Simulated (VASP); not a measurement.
Write the native input for VASP 6.6.1 that does the following.

```yaml
Task: single point
Functional: PBEsol
Potentials_or_basis: VASP PAW PBE potentials, release 64 (Ti_sv, C)
Cutoff: 520 eV
k_mesh: 24 × 24 × 24
Occupations: gaussian, width 0.15 eV
Spin: no spin polarisation
Dipole_correction: no
Further_INCAR_settings: ALGO = Normal; EDIFF = 1e-07; NBANDS = 15
```

The structure of TiC lies in POSCAR:

```
TiC
1.0
    0.0000000000      2.1466854843      2.1466854843
    2.1466854843      0.0000000000      2.1466854843
    2.1466854843      2.1466854843      0.0000000000
Ti C
1 1
Direct
    0.0465834426     -0.0465834426     -0.0465834426
    0.5000000000      0.5000000000      0.5000000000
```

This cell differs from its parent crystal: atom 1 (Ti) moved by (-0.200, +0.000) A along x and z.

These files were run (other wordings do the same):

INCAR

```
SYSTEM = TiC
  PREC = Accurate
  ENCUT = 520
  EDIFF = 1E-7
  ISMEAR = 0
  SIGMA = 0.15
  LREAL = .FALSE.
  LASPH = .TRUE.
  NELM = 100
  ALGO = Normal
  ISIF = 2
  LWAVE = .FALSE.
  LCHARG = .FALSE.
  GGA = PS
  NBANDS = 15
```

KPOINTS

```
regular mesh
0
G
  24 24 24
  0 0 0
```

Potentials or basis: VASP PAW PBE potentials, release 64 (Ti_sv, C).

The run is started by

```console
$ cat potpaw_PBE.64/Ti_sv/POTCAR potpaw_PBE.64/C/POTCAR > POTCAR
$ mpirun -np 1 vasp_std > vasp.out
```

Results of the run:

```json
{"Pressure": "5.5 GPa", "Largest force": "2.186 eV/Å", "Band gap on the k mesh": "zero (bands 8 and 9 overlap by 1.06 eV)"}
```

Caveat: the cell differs from its parent crystal (atom 1 (Ti) moved by (-0.200, +0.000) A along x and z); the stress differs along the axes, from 1 to 15 GPa; the PAW data sets were made with another functional, which shifts forces and pressure a little.

Wall time 2.3 min on 1 thread of AMD EPYC 9R45 96-Core Processor (Zen 5) (shared host), peak memory 0.38 GiB.
